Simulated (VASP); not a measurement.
A run of VASP 6.6.1 is set up as follows.

INCAR

```
  PREC = Accurate
  ENCUT = 600
  EDIFF = 1E-6
  ISMEAR = -1
  SIGMA = 0.025851999786435532
  LREAL = False
  LASPH = True
  NELM = 200
  ALGO = Normal
  ISIF = 2
  LWAVE = False
  LCHARG = False
  LDAU = True
  LDAUTYPE = 2
  LDAUL = -1 1
  LDAUU = 0 1.9
  LDAUJ = 0 0
  LDAUPRINT = 1
  GGA = PE
  NBANDS = 16
  GGA_COMPAT = False
```

The input KPOINTS:

```
Automatic mesh
0
Gamma
  6 6 4
```

File POSCAR:

```
BN
1.0
    2.5539396017      0.0000000000      0.0000000000
   -1.2769698009      2.2117765748      0.0000000000
    0.0000000000      0.0000000000      4.2268550000
B N
2 2
Direct
    0.6666666667      0.3333333333      0.9997240000
    0.3333333333      0.6666666667      0.4997240000
    0.6666666667      0.3333333333      0.6252760000
    0.3333333333      0.6666666667      0.1252760000
```

Potentials or basis: VASP PAW PBE potentials, release 64 (B, N).

Command:

```bash
$ cat potpaw_PBE.64/B/POTCAR potpaw_PBE.64/N/POTCAR > POTCAR
$ mpirun -np 1 vasp_std > vasp.out
```

(1) What does it give for the largest force?

(2) Predict the band gap on the k mesh.

Results:

(1) 0.018 eV/Å.

(2) 5.17 eV (least direct gap 8.23 eV).

Caveat: the k points lie up to 0.47 Å⁻¹ apart.
